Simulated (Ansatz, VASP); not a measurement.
Au: VASP and Ansatz over several settings

```
Au
1.0
     0.00000    1.99346    1.99346
     1.99346    0.00000    1.99346
     1.99346    1.99346    0.00000
Au
1
Direct
  0.00000 0.00000 0.00000
```

Single points on this cell with VASP 6.6.1 and Ansatz 0.2.0. Each row is one pair of runs. Alike in all rows: smearing: fermi-dirac, width 0.05 eV.

```tsv
level	spin	k mesh	VASP's potentials, cutoff	Ansatz's potentials, cutoff	gap on the k mesh at the Fermi level (eV), VASP	gap on the k mesh at the Fermi level (eV), Ansatz	pressure (GPa), VASP	pressure (GPa), Ansatz
r2SCAN+rVV10	off	11 × 11 × 11	VASP PAW PBE potentials, release 64 (Au), 520 eV	Ansatz PAW, 500 eV	none	none	19.6	17.9
r2SCAN	off	11 × 11 × 11	VASP PAW PBE potentials, release 64 (Au), 520 eV	Ansatz PAW, 500 eV	none	none	21.7	21.1
LDA	non-collinear, zero start, SOC	11 × 11 × 11	VASP PAW LDA potentials, release 64 (Au), 520 eV	Ansatz PAW, 420 eV	-	-	9.2	8.3
r2SCAN+rVV10	off	11 × 11 × 11	VASP PAW PBE potentials, release 64 (Au_sv_GW), 550 eV	Ansatz PAW, 500 eV	none	none	17.8	17.9
r2SCAN50	off	6 × 6 × 6	VASP PAW PBE potentials, release 64 (Au), 520 eV	Ansatz PAW, 500 eV	none	none	19.5	19.7
```

Pressure (GPa): the two programs differ by at most 1.74.

VASP's potentials hold 11 valence electrons a cell and Ansatz's 19 in some rows, so a difference there can come from the potentials and not from the codes.

A gap of «none» marks a metal or a gap that the smearing closes.

The k mesh is coarse in some rows, so the values compare programs but aren't converged.
